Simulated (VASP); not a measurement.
Wanted: the native input for a VASP 6.6.1 run.

| Item | Value |
| --- | --- |
| Task | single point |
| Functional | PBE |
| Potentials or basis | VASP PAW PBE potentials, release 64 (Be, Sb, Ge_d) |
| Cutoff | 520 eV |
| k mesh | 6 × 6 × 4 |
| Occupations | fermi-dirac, width 0.02 eV |
| Spin | no spin polarisation |
| Dipole correction | no |
| Further INCAR settings | ALGO = Normal; EDIFF = 1e-07; NBANDS = 21 |

The structure of BeGeSb2 lies in POSCAR:

```
BeGeSb2
1.0
    4.2075140017      0.0000000000      0.0000000000
    0.0000000000      4.2075140017      0.0000000000
    0.0000000000      0.0000000000      5.8660686934
Be Sb Ge
1 2 1
Direct
    0.0000000000      0.0000000000      0.0000000000
    0.0000000000      0.5000000000      0.2165412292
    0.5000000000      0.0000000000      0.7834587708
    0.5000000000      0.5000000000      0.5000000000
```

The input as run:

INCAR

```
SYSTEM = BeGeSb2
ALGO = Normal
EDIFF = 1E-7
ENCUT = 520
GGA = PE
ISIF = 2
ISMEAR = -1
LASPH = .TRUE.
LCHARG = .TRUE.
LELF = .TRUE.
LREAL = .FALSE.
LVHAR = .TRUE.
LWAVE = .FALSE.
NBANDS = 21
NELM = 100
PREC = Accurate
SIGMA = 0.02
```

KPOINTS

```
k-points
0
G
  6 6 4
  0 0 0
```

Potentials or basis: VASP PAW PBE potentials, release 64 (Be, Sb, Ge_d).

Run with:

```bash
$ cat potpaw_PBE.64/Be/POTCAR potpaw_PBE.64/Sb/POTCAR potpaw_PBE.64/Ge_d/POTCAR > POTCAR
$ mpirun -np 1 vasp_std > vasp.out
```

Results of the run:

```json
{
 "Pressure": "0.1 GPa",
 "Largest force": "0.007 eV/Å",
 "Band gap on the k mesh": "zero (band 13 reaches 5.19 eV, above the bottom of band 14 at 4.61 eV)"
}
```

Caveat: spin-orbit coupling is left out, which moves the levels of the heavy elements.

Wall time 60 s on 1 thread of Intel(R) Xeon(R) Platinum 8488C (Sapphire Rapids), on a shared host, peak memory 0.25 GiB.
